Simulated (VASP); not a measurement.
Set up this calculation in VASP 6.6.1, as the native input.

```
Task                   : single point
Functional             : PBE
Potentials or basis    : VASP PAW PBE potentials, release 64 (Co_sv, O)
Cutoff                 : 600 eV
k mesh                 : 9 × 9 × 9
Occupations            : fermi-dirac, width 0.05 eV
Spin                   : collinear spin, ferromagnetic start
Starting moments       : [0.5, 0.0] μB
Fixed moment           : 0.5 μB
Dipole correction      : no
Second run             : valence_matched
Further INCAR settings : ALGO = Normal; EDIFF = 1e-06; NBANDS = 22
```

The structure of CoO lies in POSCAR:

```
CoO
1.0
    1.5054695445      0.8691832468      2.4399269062
   -1.5054695445      0.8691832468      2.4399269062
    0.0000000000     -1.7383664936      2.4399269062
Co O
1 1
Direct
    0.0000000000      0.0000000000      0.0000000000
    0.5000000000      0.5000000000      0.5000000000
```

One way to write it, as run:

INCAR

```
SYSTEM = CoO
ALGO = Normal
EDIFF = 1E-6
ENCUT = 600
GGA = PE
GGA_COMPAT = .False.
ISIF = 2
ISMEAR = -1
ISPIN = 2
LASPH = .True.
LCHARG = .True.
LELF = .True.
LMAXMIX = 4
LORBIT = 11
LREAL = .False.
LVHAR = .True.
LWAVE = .False.
MAGMOM = 0.5 0
NBANDS = 22
NELM = 200
NUPDOWN = 0.5
PREC = Accurate
SIGMA = 0.05
```

KPOINTS

```
k-points
0
Gamma
  9 9 9
  0 0 0
```

Potentials or basis: VASP PAW PBE potentials, release 64 (Co_sv, O).

Launch:

```console
$ cat potpaw_PBE.64/Co_sv/POTCAR potpaw_PBE.64/O/POTCAR > POTCAR
$ mpirun -np 1 vasp_std > vasp.out
```

Results of the run:

```
Pressure                                              : -19.2 GPa
Net moment                                            : 0.50 μB per cell
Site moments                                          : Co +0.51; O -0.03 μB
Valence electrons inside the program's atomic spheres : Co 14.97; O 4.92
```

Caveat: the total moment is fixed, so each spin has its own Fermi level; a cell with one magnetic atom can't hold antiferromagnetic order, which such compounds often take.

Run time: 2 min on 1 thread of AMD EPYC 7R13 Processor (Zen 3), with other jobs on the host, peak memory 0.16 GiB.
